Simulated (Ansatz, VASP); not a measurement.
## NaH: VASP beside Ansatz

File POSCAR:

```
NaH
1.0
    2.9323912064      0.0000000000      0.0000000000
    0.0000000000      2.9323912064      0.0000000000
    0.0000000000      0.0000000000      2.9323912064
Na H
1 1
Direct
    0.0000000000      0.0000000000      0.0000000000
    0.5000000000      0.5000000000      0.5000000000
```

INCAR.step1

```
SYSTEM = NaH
PREC     = Accurate       ! precision mode
ENCUT    = 520            ! plane-wave cutoff, eV
EDIFF    = 1E-5           ! SCF threshold, eV
ISMEAR   = 0              ! smearing method
SIGMA    = 0.01           ! smearing width, eV
LREAL    = .False.        ! projectors in reciprocal space
LASPH    = .True.         ! aspherical terms in the spheres
NELM     = 80             ! most SCF steps
ALGO     = Normal         ! electronic algorithm
ISIF     = 2              ! what is computed and relaxed
LWAVE    = .True.         ! write WAVECAR
LCHARG   = .False.        ! write CHGCAR
NBANDS   = 11             ! bands
GGA      = PE             ! functional
```

File INCAR.step2:

```
SYSTEM = NaH
PREC     = Accurate       ! precision mode
ENCUT    = 520            ! plane-wave cutoff, eV
EDIFF    = 1E-6           ! SCF threshold, eV
ISMEAR   = 0              ! smearing method
SIGMA    = 0.01           ! smearing width, eV
LREAL    = .False.        ! projectors in reciprocal space
LASPH    = .True.         ! aspherical terms in the spheres
NELM     = 80             ! most SCF steps
ALGO     = Normal         ! electronic algorithm
ISIF     = 2              ! what is computed and relaxed
LWAVE    = .False.        ! write WAVECAR
LCHARG   = .False.        ! write CHGCAR
GGA      = PE             ! functional
LHFCALC  = .True.         ! exact exchange
HFSCREEN = 0.2079         ! screening, 1/A
PRECFOCK = Normal       
NBANDS   = 11             ! bands
ISTART   = 1
```

KPOINTS

```
Automatic mesh
0
Gamma
  4 4 4
  0 0 0
```

Input for Ansatz:

```yaml
crystal:
  lattice:
    - [2.9323912064, 0.0, 0.0]
    - [0.0, 2.9323912064, 0.0]
    - [0.0, 0.0, 2.9323912064]
  atoms:
    - { symbol: Na, position: [0.0, 0.0, 0.0] }
    - { symbol: H, position: [0.5, 0.5, 0.5] }
kpoints:
  mp_grid: { grid: [4, 4, 4] }
hamiltonian:
  xc: hse06
scf:
  occupations: { method: fixed }
  n_extra_bands: 4
output:
  forces: true
  stress: true
  eigenvalues: true
accuracy: low
```

Alike in both runs: task single point; functional HSE06; k mesh 4 × 4 × 4; no spin polarisation.

```csv
,VASP,Ansatz
version,VASP 6.6.1,Ansatz 0.2.0
potentials or method,"VASP PAW PBE potentials, release 64 (Na_pv, H)",plane waves
plane-wave cutoff (eV),520,420
occupations,"gaussian, width 0.01 eV",fixed
valence electrons in the cell,8,10
```

Ansatz gave:

```
gap on the k mesh at the Fermi level (eV) : 1.88
pressure (GPa)                            : 0.4
```

Question: What did VASP give for the same quantities?

Answer: gap on the k mesh at the Fermi level (eV): 1.89; pressure (GPa): 0.4.

VASP's potentials hold 8 valence electrons a cell and Ansatz's 10, so a difference there can come from the potentials and not from the codes. Ansatz's warnings: stress exchange threshold loose, stress scf threshold loose.

The k mesh is coarse, so the values compare programs but aren't converged.
